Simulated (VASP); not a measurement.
# ZnCd2S3: single point with PBE

Crystal: ZnCd2S3.

```xyz
12
Lattice="4.0675 0.0004 -0.0001 -2.0335 3.5234 0.0003 -0.0006 0.0013 20.0991" Properties=species:S:1:pos:R:3 pbc="T T T"
Zn    2.0244    1.1584    6.6971
Zn    0.0119    2.3621   16.7464
Cd    0.0082    0.0119   20.0404
Cd   -0.0157   -0.0063    9.9928
Cd   -0.0046    2.3530    3.4487
Cd    2.0418    1.1720   13.5003
S    -0.0047    0.0047    2.4920
S     0.0077   -0.0022   12.5420
S    -0.0093    2.3351    6.0088
S     2.0447    1.1866   16.0594
S     2.0192    1.1680    9.0460
S     0.0086    2.3603   19.0954
```

- Program: VASP 6.6.1
- Task: single point
- Functional: PBE
- Potentials or basis: VASP PAW PBE potentials, release 64 (Zn, Cd, S)
- Cutoff: 520 eV
- k mesh: 6 × 6 × 1
- Occupations: gaussian, width 0.1 eV
- Spin: no spin polarisation
- Dipole correction: no
- Further INCAR settings: ALGO = Normal; EDIFF = 1e-06; NBANDS = 66

The pressure is 0.3 GPa, the largest force is 0.028 eV/Å and the band gap on the k mesh is 1.18 eV.

Forces on the atoms (eV/Å):
```
Zn   0.000  0.008  0.000
Zn  -0.004 -0.004  0.004
Cd  -0.001 -0.003  0.013
Cd   0.007 -0.002  0.001
Cd   0.000  0.000  0.016
Cd   0.000  0.005  0.006
S    0.002 -0.004 -0.015
S   -0.005 -0.002 -0.003
S    0.001  0.004  0.016
S    0.000 -0.003  0.015
S    0.002  0.001 -0.024
S   -0.002  0.001 -0.028
```

Levels at points of the mesh, in eV from the valence-band top:
```tsv
k point	band 51	band 52	band 53	band 54	band 55	band 56	band 57	band 58
(0.00, 0.00, 0.00)	-0.12	-0.12	0.00	0.00	1.18	2.19	2.50	2.78
(0.50, 0.00, 0.00)	-1.12	-0.96	-0.94	-0.71	3.02	3.35	3.62	3.64
(0.00, 0.50, 0.00)	-1.12	-0.96	-0.94	-0.71	3.02	3.36	3.63	3.63
(0.50, 0.50, 0.00)	-1.12	-0.96	-0.94	-0.71	3.01	3.36	3.62	3.64
```

Wall time 4.4 min on 1 thread of Intel(R) Xeon(R) 6975P-C (Granite Rapids), with other jobs on the host, peak memory 0.52 GiB.
